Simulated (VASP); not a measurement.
# Au (P6_3/mmc) in VASP: single point with r2SCAN

Aim: the single point of Au with r2SCAN.

All numbers are computed with VASP 6.6.1; they aren't measurements. Logs are shortened: lines on timing, memory, paths and dates and some standing lists are left out, and cuts for length are marked.

## (1) The cell of the first run

It takes space group P6_3/mmc (No. 194, hexagonal). Conventional cell: a = 2.890 Å, b = 2.890 Å, c = 4.866 Å, α = 90.00°, β = 90.00°, γ = 120.00°. Au (site symmetry -6m2) has 12 Au at 2.89 to 2.95 Å within 3.8 Å.

This isn't the form of Au at room conditions, which is fcc.

## (2) Single point, r2SCAN

File POSCAR:

```
Au
1.0
    2.8899053797      0.0000000000      0.0000000000
   -1.4449526899      2.5027314734      0.0000000000
    0.0000000000      0.0000000000      4.8664522542
Au
2
Direct
    0.3333333333      0.6666666667      0.7500000000
    0.6666666667      0.3333333333      0.2500000000
```

File INCAR.step1:

```
SYSTEM = Au
ALGO = Normal ; EDIFF = 1E-4
ENCUT = 520 ; GGA = PE
ISMEAR = 0 ; LASPH = .True.
LCHARG = .False. ; LREAL = .False.
LWAVE = .True. ; NBANDS = 18
NELM = 60 ; PREC = Accurate
SIGMA = 0.1
```

File INCAR.step2:

```
SYSTEM = Au
ALGO = Normal ; EDIFF = 1E-7
ENCUT = 520 ; ISIF = 2
ISMEAR = 0 ; ISTART = 1
LASPH = .True. ; LCHARG = .False.
LMIXTAU = .True. ; LREAL = .False.
LWAVE = .False. ; METAGGA = R2SCAN
NBANDS = 18 ; NELM = 60
PREC = Accurate ; SIGMA = 0.1
```

File KPOINTS:

```
k-points
0
Gamma
  18 18 10
  0 0 0
```

Potentials or basis: VASP PAW PBE potentials, release 64 (Au).

Started as:

```sh
$ cat potpaw_PBE.64/Au/POTCAR > POTCAR
$ cp INCAR.step1 INCAR
$ mpirun -np 1 vasp_std > vasp.out
$ cp INCAR.step2 INCAR
$ mpirun -np 1 vasp_std > vasp.out
```

OUTCAR:

```text
SYSTEM = Au
   EDIFF = 1E-7
   ENCUT = 520
   ISIF = 2
   ISMEAR = 0
   ISTART = 1
   LASPH = .True.
   LREAL = .False.
   METAGGA = R2SCAN
   NELM = 60
   PREC = Accurate

 ion  position               nearest neighbor table
   1  0.333  0.667  0.750-   2 2.95   2 2.95   2 2.95   2 2.95   2 2.95   2 2.95
   2  0.667  0.333  0.250-   1 2.95   1 2.95   1 2.95   1 2.95   1 2.95   1 2.95

  LATTYP: Found a hexagonal cell.
 ALAT       =     2.8899053797
 C/A-ratio  =     1.6839486470

  Lattice vectors:

 A1 = (   2.8899053797,   0.0000000000,   0.0000000000)
 A2 = (  -1.4449526899,   2.5027314734,   0.0000000000)
 A3 = (   0.0000000000,   0.0000000000,   4.8664522542)

Analysis of symmetry for initial positions (statically):
=====================================================================
 Subroutine PRICEL returns:
 Original cell was already a primitive cell.

 Routine SETGRP: Setting up the symmetry group for a
 hexagonal supercell.

 Subroutine GETGRP returns: Found 24 space group operations
 (whereof 12 operations were pure point group operations)
 out of a pool of 24 trial point group operations.

The static configuration has the point symmetry D_3d.
 The point group associated with its full space group is D_6h.

Analysis of symmetry for dynamics (positions and initial velocities):
=====================================================================
 Subroutine PRICEL returns:
 Original cell was already a primitive cell.

 Routine SETGRP: Setting up the symmetry group for a
 hexagonal supercell.

 Subroutine GETGRP returns: Found 24 space group operations
 (whereof 12 operations were pure point group operations)
 out of a pool of 24 trial point group operations.

The dynamic configuration has the point symmetry D_3d.
 The point group associated with its full space group is D_6h.

 Subroutine INISYM returns: Found 24 space group operations
 (whereof 12 operations are pure point group operations),
 and found     1 'primitive' translations

----------------------------------------------------------------------------------------

                                     Primitive cell

  volume of cell :      35.1974

  direct lattice vectors                    reciprocal lattice vectors
     2.889905380  0.000000000  0.000000000     0.346032091  0.199781721  0.000000000
    -1.444952690  2.502731473  0.000000000     0.000000000  0.399563441  0.000000000
     0.000000000  0.000000000  4.866452254     0.000000000  0.000000000  0.205488505

  length of vectors
     2.889905380  2.889905380  4.866452254     0.399563441  0.399563441  0.205488505

  position of ions in fractional coordinates (direct lattice)
     0.333333333  0.666666667  0.750000000
     0.666666667  0.333333333  0.250000000

  ion indices of the primitive-cell ions
   primitive index   ion index
                 1           1
                 2           2

----------------------------------------------------------------------------------------

 KPOINTS: k-points

Automatic generation of k-mesh.
 Grid dimensions read from file:
 generate k-points for:   18   18   10

 Generating k-lattice:

  Cartesian coordinates                     Fractional coordinates (reciprocal lattice)
     0.019224005  0.011098984  0.000000000     0.055555556 -0.000000000  0.000000000
     0.000000000  0.022197969  0.000000000     0.000000000  0.055555556  0.000000000
     0.000000000  0.000000000  0.020548851     0.000000000  0.000000000  0.100000000

  Length of vectors
     0.022197969  0.022197969  0.020548851

  Shift w.r.t. Gamma in fractional coordinates (k-lattice)
     0.000000000  0.000000000  0.000000000

 Subroutine IBZKPT returns following result:
 ===========================================

 Found    222 irreducible k-points:

 Following reciprocal coordinates:
            Coordinates               Weight
  0.000000  0.000000  0.000000      1.000000
  0.055556 -0.000000  0.000000      6.000000
  0.111111 -0.000000  0.000000      6.000000
  0.166667  0.000000  0.000000      6.000000
  0.222222 -0.000000  0.000000      6.000000
  0.277778  0.000000  0.000000      6.000000
[... 16 lines left out ...]
  0.333333  0.111111  0.000000     12.000000
  0.388889  0.111111  0.000000     12.000000
 [... further k-points ...]
   k-points           NKPTS =    222   k-points in BZ     NKDIM =    222   number of bands    NBANDS=     18
   number of dos      NEDOS =    301   number of ions     NIONS =      2
   total plane-waves  NPLWV =  20736
   dimension x,y,z NGX =    24 NGY =   24 NGZ =   36
   dimension x,y,z NGXF=    48 NGYF=   48 NGZF=   72
   ions per type =               2
   NGX,Y,Z   is equivalent  to a cutoff of  13.81, 13.81, 12.30 a.u.
   NGXF,Y,Z  is equivalent  to a cutoff of  27.61, 27.61, 24.60 a.u.
 SYSTEM =  Au
   PREC   = accura    normal or accurate (medium, high low for compatibility)
   ISTART =      1    job   : 0-new  1-cont  2-samecut
   ICHARG =      0    charge: 1-file 2-atom 10-const
   ISPIN  =      1    spin polarized calculation?
   LNONCOLLINEAR =      F non collinear calculations
   LSORBIT =      F    spin-orbit coupling
   LASPH  =      T    aspherical Exc in radial PAW
   ENCUT  =  520.0 eV  38.22 Ry    6.18 a.u.   5.37  5.37  9.05*2*pi/ulx,y,z
   NELM   =     60;   NELMIN=  2; NELMDL=  0     # of ELM steps
   EDIFF  = 0.1E-06   stopping-criterion for ELM
   LREAL  =      F    real-space projection
   EDIFFG = 0.1E-05   stopping-criterion for IOM
   NSW    =      0    number of steps for IOM
   IBRION =     -1    ionic relax: 0-MD 1-quasi-New 2-CG
   NFREE  =      0    steps in history (QN), initial steepest desc. (CG)
   ISIF   =      2    stress and relaxation
   ISYM   =      2    0-nonsym 1-usesym 2-fastsym
   POTIM  = 0.5000    time-step for ionic-motion
   TEBEG  =    0.0;   TEEND  =   0.0 temperature during run
   PSTRESS=    0.0 pullay stress
   NELECT =      22.0000    total number of electrons
   NUPDOWN=      -1.0000    fix difference up-down
   EMIN   =  10.00;   EMAX   =-10.00  energy-range for DOS
   EFERMI =   0.00;   METHOD = LEGACY
   ISMEAR =     0;   SIGMA  =   0.10  broadening in eV -4-tet -1-fermi 0-gaus
   EFERMI_NEDOS =   21; number of points for ismear=-14 and -15
   IALGO  =     38    algorithm
   IMIX   =      4    mixing-type and parameters
     AMIX     =   0.40;   BMIX     =  1.00
     AMIX_MAG =   1.60;   BMIX_MAG =  1.00
  volume/ion in A,a.u.               =      17.60       118.76
  Fermi-wavevector in a.u.,A,eV,Ry     =   1.399734  2.645114 26.657298  1.959256
  Thomas-Fermi vector in A             =   2.522764
   LORBIT       =      0    0 simple, 1 ext, 2 COOP (PROOUT), +10 PAW based schemes
   METAGGA = R2SCAN    functional components
   LHFCALC =     F    Hartree Fock is set to
   AEXX    =    0.0000 exact exchange contribution
   IVDW    =     0    specifies the selected vdW correction
   LEPSILON=     F    determine dielectric tensor
   LRPA    =     F    only Hartree local field effects (RPA)
 non-spin polarized calculation
 Gauss-broadening in eV      SIGMA  =   0.10
  energy-cutoff  :      520.00
  volume of cell :       35.20
 maximum number of plane-waves:       969
 NGX is ok and might be reduce to    24
   NGX = 11   NGY = 11   NGZ = 19

 number of electron      22.0000002 magnetization

 Free energy of the ion-electron system (eV)
  ---------------------------------------------------
  ext. energy  EPLUGINS =         0.00000000
  ---------------------------------------------------
  free energy    TOTEN  =      -101.17434040 eV

  energy without entropy =     -101.17045024  energy(sigma->0) =     -101.17239532

 E-fermi :   8.7860     XC(G=0): -13.3957

 val. band max:        8.7838877663   @ k =   0.3889   0.0000   0.4000
 cond. band min:       8.8344436252   @ k =   0.4444  -0.0000   0.5000
 fundamental gap:      0.0505558589
 Fermi energy:         8.7860242445

 k-point     1 :       0.0000    0.0000    0.0000
  band No.  band energies     occupation
      1      -0.9404      2.00000
      2       1.4071      2.00000
      3       3.8394      2.00000
      4       4.1275      2.00000
      5       4.1275      2.00000
      6       4.4233      2.00000
[... 10 lines left out ...]
     17      27.8245      0.00000
     18      27.8245      0.00000

 k-point     2 :       0.0556   -0.0000    0.0000
  band No.  band energies     occupation
      1      -0.8408      2.00000
      2       1.4891      2.00000
      3       3.8102      2.00000
      4       4.1512      2.00000
      5       4.1926      2.00000
      6       4.3888      2.00000
[... 10 lines left out ...]
     17      27.2514      0.00000
     18      27.4093      0.00000

 k-point     3 :       0.1111   -0.0000    0.0000
  band No.  band energies     occupation
      1      -0.5486      2.00000
      2       1.7193      2.00000
      3       3.7133      2.00000
      4       4.2079      2.00000
      5       4.3402      2.00000
      6       4.3838      2.00000
[... 10 lines left out ...]
     17      26.0871      0.00000
     18      27.5612      0.00000

 k-point     4 :       0.1667    0.0000    0.0000
  band No.  band energies     occupation
      1      -0.0865      2.00000
      2       2.0366      2.00000
      3       3.5961      2.00000
      4       4.1092      2.00000
      5       4.3434      2.00000
      6       4.5215      2.00000
[... 375 lines left out ...]
      4       3.7906      2.00000
      5       4.1172      2.00000
      6       4.2224      2.00000
[... 10 lines left out ...]
     17      23.3205      0.00000
     18      25.0728      0.00000

 k-point    23 :       0.3333    0.1111    0.0000
  band No.  band energies     occupation
      1       2.1212      2.00000
      2       2.3084      2.00000
      3       2.7127      2.00000
      4       4.0676      2.00000
      5       4.1918      2.00000
      6       4.4755      2.00000
[... 10 lines left out ...]
     17      22.2704      0.00000
     18      24.4831      0.00000

 k-point    24 :       0.3889    0.1111    0.0000
  band No.  band energies     occupation
      1       2.1825      2.00000
      2       2.2303      2.00000
      3       2.5593      2.00000
      4       4.0632      2.00000
      5       4.3487      2.00000
      6       4.5298      2.00000
[... 10 lines left out ...]
     17      21.3687      0.00000
     18      24.1378      0.00000

 [... further k-points ...]
[... 5 lines left out ...]
  --------------------------------------------------------------------------------------
  -------------------------------------------------------------------------------------
  Total        0.0571112      0.0571112      0.0484585     -0.0000000     -0.0000000      0.0000000
  in kB        2.5996897      2.5996897      2.2058190     -0.0000000     -0.0000000      0.0000000
  external PRESSURE =       2.4683994 kB  Pullay stress =       0.0000000 kB

 VOLUME and BASIS-vectors are now :
 -----------------------------------------------------------------------------
  energy-cutoff  :      520.00
  volume of cell :       35.20
      direct lattice vectors                 reciprocal lattice vectors
     2.889905380  0.000000000  0.000000000     0.346032091  0.199781721  0.000000000
    -1.444952690  2.502731473  0.000000000     0.000000000  0.399563441  0.000000000
     0.000000000  0.000000000  4.866452254     0.000000000  0.000000000  0.205488505

 POSITION                                       TOTAL-FORCE (eV/Angst)
 -----------------------------------------------------------------------------------
     -0.00000      1.66849      3.64984        -0.000000      0.000000      0.000000
      1.44495      0.83424      1.21661         0.000000     -0.000000      0.000000
 -----------------------------------------------------------------------------------
    total drift:                               -0.000000      0.000000     -0.000000

  FREE ENERGIE OF THE ION-ELECTRON SYSTEM (eV)
  ---------------------------------------------------
  free  energy   TOTEN  =      -101.1743404005 eV

  energy  without entropy=     -101.1704502364  energy(sigma->0) =     -101.17239532
```

Wall time 7 min (1 thread of Intel Xeon 8259CL, shared host); peak memory 0.26 GiB.

What came out:

```
Free energy            : -101.1743 eV
Pressure               : 0.2 GPa
Band gap on the k mesh : zero (bands 11 and 12 overlap by 7.15 eV)
```

Caveat: the PAW data sets were made with another functional, which shifts forces and pressure a little; spin-orbit coupling is left out, which moves the levels of the heavy elements.
